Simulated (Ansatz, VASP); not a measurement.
**MgO: VASP beside Ansatz**

INCAR

```
  PREC = Accurate
  ENCUT = 600
  EDIFF = 1E-6
  ISMEAR = 0
  SIGMA = 0.01
  LREAL = F
  LASPH = T
  NELM = 120
  ALGO = Normal
  ISIF = 2
  LWAVE = F
  LCHARG = F
  GGA = PE
  NBANDS = 11
  GGA_COMPAT = F
```

File KPOINTS:

```
regular mesh
0
Gamma
  9 9 9
```

The input POSCAR:

```
MgO
1.0
    0.0000000000      2.1080000000      2.1080000000
    2.1080000000      0.0000000000      2.1080000000
    2.1080000000      2.1080000000      0.0000000000
Mg O
1 1
Direct
    0.0000000000      0.0000000000      0.0000000000
    0.5000000000      0.5000000000      0.5000000000
```

Input for Ansatz:

```yaml
crystal:
  lattice:
    - [0.0, 2.108, 2.108]
    - [2.108, 0.0, 2.108]
    - [2.108, 2.108, 0.0]
  atoms:
    - { symbol: Mg, position: [0.0, 0.0, 0.0] }
    - { symbol: O, position: [0.5, 0.5, 0.5] }
hamiltonian:
  xc: pbe
  pseudopotentials: { kind: paw }
basis:
  ecutwfc: 420
kpoints:
  mp_grid: { grid: [9, 9, 9] }
scf:
  occupations: { method: fixed }
  lower_state_search: "off"
  max_iter: 70
output:
  forces: true
  stress: true
```

Alike in both runs: task single point; functional PBE; k mesh 9 × 9 × 9; no spin polarisation.

|  | VASP | Ansatz |
| --- | --- | --- |
| version | VASP 6.6.1 | Ansatz 0.2.0 |
| potentials or method | VASP PAW PBE potentials, release 64 (Mg, O), cutoff 600 eV | PAW, plane waves, scalar-relativistic |
| occupations | gaussian, width 0.01 eV | fixed |
| valence electrons in the cell | 8 | 16 |

|  | VASP | Ansatz | Ansatz less VASP |
| --- | --- | --- | --- |
| pressure (GPa) | 3.2 | 4.2 | +0.99 |

VASP's potentials hold 8 valence electrons a cell and Ansatz's 16, so a difference there can come from the potentials and not from the codes.
